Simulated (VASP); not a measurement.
**TePb: single point with PBE-based screened hybrid with 25 % exact exchange**

The system is TePb.

```
CELL_PARAMETERS angstrom
0.00000 3.23100 3.23100
3.23100 0.00000 3.23100
3.23100 3.23100 0.00000
ATOMIC_POSITIONS crystal
Pb 0.00000 0.00000 0.00000
Te 0.50000 0.50000 0.50000
```

* Program: VASP 6.6.1
* Task: single point
* Functional: PBE-based screened hybrid with 25 % exact exchange
* Potentials or basis: VASP PAW PBE potentials, release 64 (Pb_d, Te)
* Cutoff: 520 eV
* k mesh: 4 × 4 × 4
* Occupations: fermi-dirac, width 0.05 eV
* Spin: no spin polarisation

| Quantity | Value |
| --- | --- |
| Pressure | 1.1 GPa |
| Band gap on the k mesh | 0.96 eV |

Levels at points of the mesh, in eV from the valence-band top:
```
           k point  band 7  band 8  band 9  band 10  band 11  band 12  band 13  band 14
(0.00, 0.00, 0.00)   -5.88   -1.55   -1.55    -1.55     4.58     4.58     4.58     6.20
(0.50, 0.00, 0.00)   -9.28   -1.09   -1.09     0.00     0.96     1.52     1.52     8.96
(0.50, 0.50, 0.00)   -7.77   -4.97   -3.12    -3.12     3.57     6.07     6.07     7.39
```

Wall time 22 min on 1 thread of Intel Xeon 8259CL, with other jobs on the host, peak memory 0.33 GiB.

Caveat: the k points lie up to 0.42 Å⁻¹ apart; the PAW data sets were made with another functional, which shifts forces and pressure a little; spin-orbit coupling is left out, which moves the levels of the heavy elements. A k mesh can miss the band edges.
